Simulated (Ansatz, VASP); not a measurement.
**Pd in VASP and in Ansatz**

```
Pd
1.0
     2.73842    0.00000    0.00000
     0.00000    2.73842    0.00000
     0.00000    0.00000    2.73842
Pd
1
Cartesian
  0.0000 0.0000 0.0000
```

Alike in both runs: task single point; functional BLYP; k mesh 13 × 13 × 13; occupations fermi-dirac, width 0.05 eV; collinear spin.

|  | VASP | Ansatz |
| --- | --- | --- |
| version | VASP 6.6.1 | Ansatz 0.2.0 |
| potentials or method | VASP PAW PBE potentials, release 64 (Pd), cutoff 520 eV | plane waves (420 eV) with PAW, scalar-relativistic |
| valence electrons in the cell | 10 | 18 |

VASP gave:

```
pressure (GPa)           : -6.1
net moment per atom (μB) : 0.00
```

**Question.** What did Ansatz give for the same quantities?

**Answer.** Pressure (GPa): -6.3; net moment per atom (μB): 0.00.

VASP's potentials were made for PBE, not for BLYP. With one functional, cell and mesh, what is left measures potentials, basis and numerics. VASP's potentials hold 10 valence electrons a cell and Ansatz's 18, so a difference there can come from the potentials and not from the codes. Ansatz's warnings: seeded moment not kept.
